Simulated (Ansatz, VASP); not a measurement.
## Rh: VASP beside Ansatz

```xyz
2
Lattice="-2.7828 3.2048 1.3759 3.2048 -2.7828 1.3759 1.9608 1.9608 -0.6029" Properties=species:S:1:pos:R:3 pbc="T T T"
Rh    3.1442   -2.7222    1.3759
Rh   -0.2449    2.6277    1.0744
```

Alike in both runs: task single point; functional BLYP; k mesh 14 × 14 × 13; occupations fermi-dirac, width 0.1 eV; no spin polarisation.

|  | VASP | Ansatz |
| --- | --- | --- |
| version | VASP 6.6.1 | Ansatz 0.2.0 |
| potentials or method | VASP PAW PBE potentials, release 64 (Rh_pv), cutoff 520 eV | plane waves (420 eV) with PAW, scalar-relativistic |
| valence electrons in the cell | 30 | 34 |

|  | VASP | Ansatz | Ansatz less VASP |
| --- | --- | --- | --- |
| pressure (GPa) | -11.8 | -12.2 | -0.38 |
| traceless stress, the component that is largest in VASP (GPa) | 1.25 | 1.33 | +0.080 |

VASP's potentials were made for PBE, not for BLYP. With one functional, cell and mesh, what is left measures potentials, basis and numerics. VASP's potentials hold 30 valence electrons a cell and Ansatz's 34, so a difference there can come from the potentials and not from the codes.
